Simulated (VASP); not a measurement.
Input of a VASP 6.6.1 run:

The input POSCAR:

```
Mg
1.0
    0.0000000000      2.0853280000      2.0853280000
    2.0853280000      0.0000000000      2.0853280000
    2.0853280000      2.0853280000      0.0000000000
Mg
1
Direct
    0.0000000000      0.0000000000      0.0000000000
```

INCAR.step1

```
ALGO = Normal
EDIFF = 1E-5
ENCUT = 660
GGA = PE
GGA_COMPAT = False
ISMEAR = 1
LASPH = True
LCHARG = False
LREAL = False
LWAVE = True
NBANDS = 7
NELM = 120
PREC = Accurate
SIGMA = 0.0166
```

The input INCAR.step2:

```
ALGO = Normal
EDIFF = 1E-6
ENCUT = 660
GGA_COMPAT = False
ISIF = 2
ISMEAR = 1
ISTART = 1
LASPH = True
LCHARG = False
LMIXTAU = True
LREAL = False
LWAVE = False
METAGGA = R2SCAN
NBANDS = 7
NELM = 120
PREC = Accurate
SIGMA = 0.0166
```

Contents of KPOINTS:

```
k-points
0
Gamma
  7 7 7
```

Potentials or basis: VASP PAW PBE potentials, release 64 (Mg).

The run is started by

```sh
$ cat potpaw_PBE.64/Mg/POTCAR > POTCAR
$ cp INCAR.step1 INCAR
$ mpirun -np 1 vasp_std > vasp.out
$ cp INCAR.step2 INCAR
$ mpirun -np 1 vasp_std > vasp.out
```

Task: Predict the band gap on the k mesh.

Result: Zero (band 1 reaches 4.48 eV, above the bottom of band 2 at 3.49 eV).

Task: What does it give for the pressure?

Result: 13.4 GPa.

Caveat: the k points lie up to 0.37 Å⁻¹ apart; the PAW data sets were made with another functional, which shifts forces and pressure a little.
